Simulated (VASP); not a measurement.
Here is a VASP 6.6.1 calculation.

INCAR

```
  PREC = Accurate
  ENCUT = 500
  EDIFF = 1E-6
  ISMEAR = -1
  SIGMA = 0.03
  LREAL = False
  LASPH = True
  NELM = 120
  ALGO = Normal
  ISIF = 2
  LWAVE = False
  LCHARG = True
  GGA = PE
  LELF = True
  LVHAR = True
  NBANDS = 12
  GGA_COMPAT = False
```

Contents of KPOINTS:

```
Automatic mesh
0
Gamma
  6 6 6
```

File POSCAR:

```
Hg
1.0
    1.7300000000      0.9988159657      2.2340000000
   -1.7300000000      0.9988159657      2.2340000000
    0.0000000000     -1.9976319314      2.2340000000
Hg
1
Direct
    0.0000000000      0.0000000000      0.0000000000
```

Potentials or basis: VASP PAW PBE potentials, release 64 (Hg).

The run is started by

```console
$ cat potpaw_PBE.64/Hg/POTCAR > POTCAR
$ mpirun -np 1 vasp_std > vasp.out
```

Predict the band gap on the k mesh.

zero (bands 6 and 7 overlap by 3.27 eV).

Predict the pressure.

5.5 GPa.

Stress tensor (GPa, compression positive):
```
4.91 0.00 0.00
0.00 4.91 0.00
0.00 0.00 6.79
```

Caveat: the k points lie up to 0.38 Å⁻¹ apart, too coarse for converged energies and pressures of a metal; spin-orbit coupling is left out, which moves the levels of the heavy elements.
